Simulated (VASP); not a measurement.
# SnSe2 (P-3m1) in VASP: a series of runs, part 2 of 2

VASP 6.6.1. Earlier steps stand in the parts before.

## 4. Single point, PBE+D3(BJ) (strain -0.025 along x and y, +0.000 along z)

INCAR

```
SYSTEM = SnSe2
PREC = Accurate
ENCUT = 520
EDIFF = 1E-6
ISMEAR = 0
SIGMA = 0.03
LREAL = .False.
LASPH = .True.
NELM = 80
ALGO = Normal
ISIF = 2
LWAVE = .False.
LCHARG = .False.
GGA = PE
IVDW = 12
NBANDS = 20
```

KPOINTS

```
regular mesh
0
Gamma
  12 12 6
  0 0 0
```

POSCAR

```
SnSe2
1.0
    3.7430723807      0.0000000000      0.0000000000
   -1.8715361904      3.2415957699      0.0000000000
    0.0000000000      0.0000000000      6.0116311105
Sn Se
1 2
Direct
    0.0000000000      0.0000000000      0.0000000000
    0.3333333333      0.6666666667      0.2651529960
    0.6666666667      0.3333333333      0.7348470040
```

Potentials or basis: VASP PAW PBE potentials, release 64 (Sn_d, Se).

The run is started by

```bash
$ cat potpaw_PBE.64/Sn_d/POTCAR potpaw_PBE.64/Se/POTCAR > POTCAR
$ mpirun -np 1 vasp_std > vasp.out
```

OUTCAR:

```text
SYSTEM = SnSe2
   PREC = Accurate
   ENCUT = 520
   EDIFF = 1E-6
   ISMEAR = 0
   LREAL = .False.
   LASPH = .True.
   NELM = 80
   ISIF = 2
   GGA = PE
   IVDW = 12
 IVDW          = 12

 ion  position               nearest neighbor table
   1  0.000  0.000  0.000-   2 2.69   3 2.69   3 2.69   2 2.69   3 2.69   2 2.69
   2  0.333  0.667  0.265-   1 2.69   1 2.69   1 2.69
   3  0.667  0.333  0.735-   1 2.69   1 2.69   1 2.69

  LATTYP: Found a hexagonal cell.
 ALAT       =     3.7430723807
 C/A-ratio  =     1.6060686247

  Lattice vectors:

 A1 = (   3.7430723807,   0.0000000000,   0.0000000000)
 A2 = (  -1.8715361904,   3.2415957699,   0.0000000000)
 A3 = (   0.0000000000,   0.0000000000,   6.0116311105)

Analysis of symmetry for initial positions (statically):
=====================================================================
 Subroutine PRICEL returns:
 Original cell was already a primitive cell.

 Routine SETGRP: Setting up the symmetry group for a
 hexagonal supercell.

 Subroutine GETGRP returns: Found 12 space group operations
 (whereof 12 operations were pure point group operations)
 out of a pool of 24 trial point group operations.

The static configuration has the point symmetry D_3d.

Analysis of symmetry for dynamics (positions and initial velocities):
=====================================================================
 Subroutine PRICEL returns:
 Original cell was already a primitive cell.

 Routine SETGRP: Setting up the symmetry group for a
 hexagonal supercell.

 Subroutine GETGRP returns: Found 12 space group operations
 (whereof 12 operations were pure point group operations)
 out of a pool of 24 trial point group operations.

The dynamic configuration has the point symmetry D_3d.

 Subroutine INISYM returns: Found 12 space group operations
 (whereof 12 operations are pure point group operations),
 and found     1 'primitive' translations

----------------------------------------------------------------------------------------

                                     Primitive cell

  volume of cell :      72.9423

  direct lattice vectors                    reciprocal lattice vectors
     3.743072381  0.000000000  0.000000000     0.267160209  0.154245019  0.000000000
    -1.871536190  3.241595770  0.000000000     0.000000000  0.308490037  0.000000000
     0.000000000  0.000000000  6.011631110     0.000000000  0.000000000  0.166344205

  length of vectors
     3.743072381  3.743072381  6.011631110     0.308490037  0.308490037  0.166344205

  position of ions in fractional coordinates (direct lattice)
     0.000000000  0.000000000  0.000000000
     0.333333333  0.666666667  0.265152996
     0.666666667  0.333333333  0.734847004

  ion indices of the primitive-cell ions
   primitive index   ion index
                 1           1
                 2           2
                 3           3

----------------------------------------------------------------------------------------

 KPOINTS: regular mesh

Automatic generation of k-mesh.
 Grid dimensions read from file:
 generate k-points for:   12   12    6

 Generating k-lattice:

  Cartesian coordinates                     Fractional coordinates (reciprocal lattice)
     0.022263351  0.012853752  0.000000000     0.083333333 -0.000000000  0.000000000
     0.000000000  0.025707503  0.000000000     0.000000000  0.083333333  0.000000000
     0.000000000  0.000000000  0.027724034     0.000000000  0.000000000  0.166666667

  Length of vectors
     0.025707503  0.025707503  0.027724034

  Shift w.r.t. Gamma in fractional coordinates (k-lattice)
     0.000000000  0.000000000  0.000000000

 Subroutine IBZKPT returns following result:
 ===========================================

 Found    100 irreducible k-points:

 Following reciprocal coordinates:
            Coordinates               Weight
  0.000000  0.000000  0.000000      1.000000
  0.083333  0.000000  0.000000      6.000000
  0.166667  0.000000  0.000000      6.000000
  0.250000  0.000000  0.000000      6.000000
  0.333333 -0.000000  0.000000      6.000000
  0.416667  0.000000  0.000000      6.000000
[... 16 lines left out ...]
  0.166667  0.000000  0.166667      6.000000
  0.000000  0.166667  0.166667      6.000000
 [... further k-points ...]
   k-points           NKPTS =    100   k-points in BZ     NKDIM =    100   number of bands    NBANDS=     20
   number of dos      NEDOS =    301   number of ions     NIONS =      3
   total plane-waves  NPLWV =  37632
   dimension x,y,z NGX =    28 NGY =   28 NGZ =   48
   dimension x,y,z NGXF=    56 NGYF=   56 NGZF=   96
   ions per type =               1   2
   NGX,Y,Z   is equivalent  to a cutoff of  12.44, 12.44, 13.27 a.u.
   NGXF,Y,Z  is equivalent  to a cutoff of  24.87, 24.87, 26.55 a.u.
 SYSTEM =  SnSe2
   PREC   = accura    normal or accurate (medium, high low for compatibility)
   ISTART =      0    job   : 0-new  1-cont  2-samecut
   ICHARG =      2    charge: 1-file 2-atom 10-const
   ISPIN  =      1    spin polarized calculation?
   LNONCOLLINEAR =      F non collinear calculations
   LSORBIT =      F    spin-orbit coupling
   LASPH  =      T    aspherical Exc in radial PAW
   ENCUT  =  520.0 eV  38.22 Ry    6.18 a.u.   6.96  6.96 11.18*2*pi/ulx,y,z
   NELM   =     80;   NELMIN=  2; NELMDL= -5     # of ELM steps
   EDIFF  = 0.1E-05   stopping-criterion for ELM
   LREAL  =      F    real-space projection
   EDIFFG = 0.1E-04   stopping-criterion for IOM
   NSW    =      0    number of steps for IOM
   IBRION =     -1    ionic relax: 0-MD 1-quasi-New 2-CG
   NFREE  =      0    steps in history (QN), initial steepest desc. (CG)
   ISIF   =      2    stress and relaxation
   ISYM   =      2    0-nonsym 1-usesym 2-fastsym
   POTIM  = 0.5000    time-step for ionic-motion
   TEBEG  =    0.0;   TEEND  =   0.0 temperature during run
   PSTRESS=    0.0 pullay stress
   NELECT =      26.0000    total number of electrons
   NUPDOWN=      -1.0000    fix difference up-down
   EMIN   =  10.00;   EMAX   =-10.00  energy-range for DOS
   EFERMI =   0.00;   METHOD = LEGACY
   ISMEAR =     0;   SIGMA  =   0.03  broadening in eV -4-tet -1-fermi 0-gaus
   EFERMI_NEDOS =   21; number of points for ismear=-14 and -15
   IALGO  =     38    algorithm
   IMIX   =      4    mixing-type and parameters
     AMIX     =   0.40;   BMIX     =  1.00
     AMIX_MAG =   1.60;   BMIX_MAG =  1.00
  volume/ion in A,a.u.               =      24.31       164.08
  Fermi-wavevector in a.u.,A,eV,Ry     =   1.160752  2.193503 18.331748  1.347345
  Thomas-Fermi vector in A             =   2.297331
   LORBIT       =      0    0 simple, 1 ext, 2 COOP (PROOUT), +10 PAW based schemes
   GGA     = PE    functional components
   LHFCALC =     F    Hartree Fock is set to
   AEXX    =    0.0000 exact exchange contribution
   IVDW    =    12    specifies the selected vdW correction
   LEPSILON=     F    determine dielectric tensor
   LRPA    =     F    only Hartree local field effects (RPA)
 non-spin polarized calculation
 Gauss-broadening in eV      SIGMA  =   0.03
  energy-cutoff  :      520.00
  volume of cell :       72.94
 maximum number of plane-waves:      1985
   NGX = 13   NGY = 13   NGZ = 23

 number of electron      25.9999992 magnetization

 Free energy of the ion-electron system (eV)
  ---------------------------------------------------
  ext. energy  EPLUGINS =         0.00000000
  ---------------------------------------------------
  free energy    TOTEN  =       -11.69687475 eV

  energy without entropy =      -11.69687475  energy(sigma->0) =      -11.69687475

 E-fermi :   5.1454     XC(G=0):  -9.7954

 val. band max:        4.9237202904   @ k =   0.0833   0.0833   0.0000
 cond. band min:       5.3850204343   @ k =   0.0000   0.4167   0.3333
 fundamental gap:      0.4613001439
 Fermi energy:         5.1454014755

 k-point     1 :       0.0000    0.0000    0.0000
  band No.  band energies     occupation
      1     -16.4782      2.00000
      2     -16.4782      2.00000
      3     -16.4310      2.00000
      4     -16.4174      2.00000
      5     -16.4174      2.00000
      6      -9.3369      2.00000
[... 12 lines left out ...]
     19      13.9851      0.00000
[... 513 lines left out ...]
      4     -16.4203      2.00000
      5     -16.4163      2.00000
      6      -8.9919      2.00000
[... 12 lines left out ...]
     19      12.7291      0.00000
     20      13.8268      0.00000

 [... further k-points ...]

------------------------ aborting loop because EDIFF is reached ----------------------------------------

 Edisp (eV)   -1.14991

 E8    (eV) :    -0.5030

  FORCE on cell =-STRESS in cart. coord.  units (eV):
  Direction    XX          YY          ZZ          XY          YZ          ZX
  --------------------------------------------------------------------------------------
  -------------------------------------------------------------------------------------
  Total       2.03079     2.03079     1.26769    -0.00000     0.00000    -0.00000
  in kB      44.60620    44.60620    27.84480    -0.00000     0.00000    -0.00000
  external pressure =       39.02 kB  Pullay stress =        0.00 kB

 VOLUME and BASIS-vectors are now :
 -----------------------------------------------------------------------------
  energy-cutoff  :      520.00
  volume of cell :       72.94
      direct lattice vectors                 reciprocal lattice vectors
     3.743072381  0.000000000  0.000000000     0.267160209  0.154245019  0.000000000
    -1.871536190  3.241595770  0.000000000     0.000000000  0.308490037  0.000000000
     0.000000000  0.000000000  6.011631110     0.000000000  0.000000000  0.166344205

 POSITION                                       TOTAL-FORCE (eV/Angst)
 -----------------------------------------------------------------------------------
      0.00000      0.00000      0.00000        -0.000000      0.000000      0.000000
     -0.00000      2.16106      1.59400         0.000000      0.000000      0.298347
      1.87154      1.08053      4.41763        -0.000000     -0.000000     -0.298347
 -----------------------------------------------------------------------------------
    total drift:                               -0.000000      0.000000     -0.000000

  FREE ENERGIE OF THE ION-ELECTRON SYSTEM (eV)
  ---------------------------------------------------
  free  energy   TOTEN  =       -12.8467799103 eV

  energy  without entropy=      -12.8467799103  energy(sigma->0) =      -12.84677991
```

stdout:

```text
POSCAR found type information on POSCAR SnSe
 POSCAR found :  2 types and       3 ions
 scaLAPACK will be used
 LDA part: xc-table for (Slater+PW92), standard interpolation
 POSCAR, INCAR and KPOINTS ok, starting setup
 FFT: planning ... GRIDC
 FFT: planning ... GRID_SOFT
 FFT: planning ... GRID
 WAVECAR not read
 entering main loop
```

It took 79 s on 1 thread of AMD EPYC 7R13 (Zen 3), shared host; peak memory 0.26 GiB.

What came out:

```yaml
Free_energy: -12.8468 eV
Pressure: 3.9 GPa
Largest_force: 0.298 eV/Å
Band_gap_on_the_k_mesh: 0.46 eV, indirect (least direct gap 1.22 eV)
Dispersion_energy_per_atom: -0.383 eV
```

Forces on the atoms (eV/Å):
```
Sn   0.000  0.000  0.000
Se   0.000  0.000  0.298
Se   0.000  0.000 -0.298
```

Levels at points of the mesh, in eV from the valence-band top:
| k point | band 11 | band 12 | band 13 | band 14 | band 15 | band 16 |
| --- | --- | --- | --- | --- | --- | --- |
| (0.00, 0.00, 0.00) | -0.40 | -0.40 | -0.19 | 1.10 | 3.15 | 4.74 |
| (0.50, 0.00, 0.00) | -2.68 | -1.79 | -0.33 | 1.25 | 3.62 | 4.97 |
| (0.00, 0.00, 0.50) | -0.76 | -0.15 | -0.15 | 2.82 | 3.06 | 4.36 |
| (0.50, 0.00, 0.50) | -2.19 | -1.13 | -0.93 | 0.65 | 3.84 | 4.56 |

Caveat: the cell differs from its parent crystal (strain -0.025 along x and y, +0.000 along z); spin-orbit coupling is left out, which moves the levels of the heavy elements. A k mesh can miss the band edges.

## 5. Single point, PBE+D3(BJ) (strain +0.000 along x and y, -0.025 along z)

INCAR

```
SYSTEM = SnSe2
PREC = Accurate ; ENCUT = 520
EDIFF = 1E-7 ; ISMEAR = 0
SIGMA = 0.03 ; LREAL = .False.
LASPH = .True. ; NELM = 60
ALGO = Normal ; ISIF = 2
LWAVE = .False. ; LCHARG = .False.
GGA = PE ; IVDW = 12
NBANDS = 20
```

KPOINTS

```
Automatic mesh
0
Gamma
  12 12 6
  0 0 0
```

POSCAR

```
SnSe2
1.0
    3.8390485956      0.0000000000      0.0000000000
   -1.9195242978      3.3247136102      0.0000000000
    0.0000000000      0.0000000000      5.8613403327
Sn Se
1 2
Direct
    0.0000000000      0.0000000000      0.0000000000
    0.3333333333      0.6666666667      0.2651529960
    0.6666666667      0.3333333333      0.7348470040
```

The run is started by

```bash
$ cat potpaw_PBE.64/Sn_d/POTCAR potpaw_PBE.64/Se/POTCAR > POTCAR
$ mpirun -np 1 vasp_std > vasp.out
```

Wall time 1.8 min (1 thread of AMD EPYC 7R13 (Zen 3), shared host); peak memory 0.27 GiB.

The run converged. Its results:

```
Free energy                : -12.8806 eV
Pressure                   : 1.9 GPa
Largest force              : 0.354 eV/Å
Band gap on the k mesh     : 0.30 eV, indirect (least direct gap 0.65 eV)
Dispersion energy per atom : -0.374 eV
```

Forces on the atoms (eV/Å):
```
Sn   0.000  0.000  0.000
Se   0.000  0.000  0.354
Se   0.000  0.000 -0.354
```

Stress tensor (GPa, compression positive):
```
1.40 0.00 0.00
0.00 1.40 0.00
0.00 0.00 2.89
```

Levels at points of the mesh, in eV from the valence-band top:
| k point | band 9 | band 10 | band 11 | band 12 | band 13 | band 14 | band 15 | band 16 | band 17 | band 18 |
| --- | --- | --- | --- | --- | --- | --- | --- | --- | --- | --- |
| (0.00, 0.00, 0.00) | -0.97 | -0.97 | -0.81 | -0.81 | -0.07 | 0.58 | 2.66 | 4.34 | 4.34 | 8.14 |
| (0.50, 0.00, 0.00) | -4.55 | -3.43 | -2.99 | -1.83 | -0.52 | 1.02 | 3.39 | 4.81 | 4.88 | 7.10 |
| (0.00, 0.00, 0.50) | -2.56 | -1.15 | -1.15 | -0.51 | -0.51 | 2.27 | 2.56 | 3.89 | 3.89 | 7.30 |
| (0.50, 0.00, 0.50) | -5.30 | -2.67 | -2.13 | -1.28 | -1.21 | 0.64 | 3.89 | 4.47 | 5.70 | 6.03 |

Caveat: the cell differs from its parent crystal (strain +0.000 along x and y, -0.025 along z); spin-orbit coupling is left out, which moves the levels of the heavy elements. A k mesh can miss the band edges.

## 6. Single point, PBE+D3(BJ) (strain -0.025 along x and y, +0.025 along z)

INCAR

```
SYSTEM = SnSe2
ALGO     = Normal         ! electronic algorithm
EDIFF    = 1E-7           ! SCF threshold, eV
ENCUT    = 520            ! plane-wave cutoff, eV
GGA      = PE             ! functional
ISIF     = 2              ! what is computed and relaxed
ISMEAR   = 0              ! smearing method
IVDW     = 12             ! dispersion correction
LASPH    = .True.         ! aspherical terms in the spheres
LCHARG   = .True.         ! write CHGCAR
LELF     = .True.         ! ELF
LREAL    = .False.        ! projectors in reciprocal space
LVHAR    = .True.       
LWAVE    = .False.        ! write WAVECAR
NBANDS   = 20             ! bands
NELM     = 100            ! most SCF steps
PREC     = Accurate       ! precision mode
SIGMA    = 0.03           ! smearing width, eV
```

KPOINTS

```
k-points
0
Gamma
  12 12 6
  0 0 0
```

POSCAR

```
SnSe2
1.0
    3.7430723807      0.0000000000      0.0000000000
   -1.8715361904      3.2415957699      0.0000000000
    0.0000000000      0.0000000000      6.1619218883
Sn Se
1 2
Direct
    0.0000000000      0.0000000000      0.0000000000
    0.3333333333      0.6666666667      0.2651529960
    0.6666666667      0.3333333333      0.7348470040
```

Potentials or basis: VASP PAW PBE potentials, release 64 (Sn_d, Se).

The run is started by

```bash
$ cat potpaw_PBE.64/Sn_d/POTCAR potpaw_PBE.64/Se/POTCAR > POTCAR
$ mpirun -np 1 vasp_std > vasp.out
```

OUTCAR:

```text
SYSTEM = SnSe2
   EDIFF = 1E-7
   ENCUT = 520
   GGA = PE
   ISIF = 2
   ISMEAR = 0
   IVDW = 12
   LASPH = .True.
   LREAL = .False.
   NELM = 100
   PREC = Accurate
 IVDW          = 12

 ion  position               nearest neighbor table
   1  0.000  0.000  0.000-   2 2.71   3 2.71   3 2.71   2 2.71   3 2.71   2 2.71
   2  0.333  0.667  0.265-   1 2.71   1 2.71   1 2.71
   3  0.667  0.333  0.735-   1 2.71   1 2.71   1 2.71

  LATTYP: Found a hexagonal cell.
 ALAT       =     3.7430723807
 C/A-ratio  =     1.6462203403
[... 745 lines left out ...]

 Edisp (eV)   -1.12067

 E8    (eV) :    -0.4902

  FORCE on cell =-STRESS in cart. coord.  units (eV):
  Direction    XX          YY          ZZ          XY          YZ          ZX
  --------------------------------------------------------------------------------------
  -------------------------------------------------------------------------------------
  Total       1.42760     1.42760    -0.21136    -0.00000     0.00000    -0.00000
  in kB      30.59250    30.59250    -4.52919    -0.00000     0.00000    -0.00000
  external pressure =       18.89 kB  Pullay stress =        0.00 kB

 VOLUME and BASIS-vectors are now :
 -----------------------------------------------------------------------------
  energy-cutoff  :      520.00
  volume of cell :       74.77
      direct lattice vectors                 reciprocal lattice vectors
     3.743072381  0.000000000  0.000000000     0.267160209  0.154245019  0.000000000
    -1.871536190  3.241595770  0.000000000     0.000000000  0.308490037  0.000000000
     0.000000000  0.000000000  6.161921888     0.000000000  0.000000000  0.162287030

 POSITION                                       TOTAL-FORCE (eV/Angst)
 -----------------------------------------------------------------------------------
      0.00000      0.00000      0.00000        -0.000000      0.000000      0.000000
     -0.00000      2.16106      1.63385         0.000000      0.000000     -0.071325
      1.87154      1.08053      4.52807         0.000000     -0.000000      0.071325
 -----------------------------------------------------------------------------------
    total drift:                               -0.000000      0.000000     -0.000000

  FREE ENERGIE OF THE ION-ELECTRON SYSTEM (eV)
  ---------------------------------------------------
  free  energy   TOTEN  =       -12.8600186090 eV

  energy  without entropy=      -12.8600186090  energy(sigma->0) =      -12.86001861
```

stdout:

```text
POSCAR found type information on POSCAR SnSe
 POSCAR found :  2 types and       3 ions
 scaLAPACK will be used
 LDA part: xc-table for (Slater+PW92), standard interpolation
 POSCAR, INCAR and KPOINTS ok, starting setup
 FFT: planning ... GRIDC
 FFT: planning ... GRID_SOFT
 FFT: planning ... GRID
 WAVECAR not read
 entering main loop
```

Run time: 1.8 min. Hardware: 1 thread of AMD EPYC 7R13 (Zen 3), shared host; peak memory 0.26 GiB.

Results:

* Free energy: -12.8600 eV
* Pressure: 1.9 GPa
* Largest force: 0.071 eV/Å
* Band gap on the k mesh: 0.39 eV, indirect (least direct gap 1.08 eV)
* Dispersion energy per atom: -0.374 eV

Forces on the atoms (eV/Å):
```
Sn   0.000  0.000  0.000
Se   0.000  0.000 -0.071
Se   0.000  0.000  0.071
```

Caveat: the cell differs from its parent crystal (strain -0.025 along x and y, +0.025 along z); spin-orbit coupling is left out, which moves the levels of the heavy elements.

## 7. Overview

| cell | gap on the mesh (eV) | pressure (GPa) | largest force (eV/Å) |
| --- | --- | --- | --- |
| a = 3.647, b = 3.647, c = 6.312 Å, angles 90.0, 90.0, 120.0°, 3 atoms | 0.15 | 4.1 | 0.16 |
| a = 3.839, b = 3.839, c = 5.711 Å, angles 90.0, 90.0, 120.0°, 3 atoms | 0.21 | 4.0 | 0.71 |
| a = 3.743, b = 3.743, c = 6.012 Å, angles 90.0, 90.0, 120.0°, 3 atoms | 0.46 | 3.9 | 0.30 |
| a = 3.839, b = 3.839, c = 5.861 Å, angles 90.0, 90.0, 120.0°, 3 atoms | 0.30 | 1.9 | 0.35 |
| a = 3.743, b = 3.743, c = 6.162 Å, angles 90.0, 90.0, 120.0°, 3 atoms | 0.39 | 1.9 | 0.07 |

Alike in all rows: task single point; level PBE+D3(BJ); potentials or basis VASP PAW PBE potentials, release 64 (Sn_d, Se); no spin polarisation; k mesh 12 × 12 × 6; cutoff (eV) 520; smearing gaussian 0.03 eV.

Caveats: spin-orbit coupling is left out, which moves the levels of the heavy elements.

Absolute energies hang on the potentials; compare differences alone.
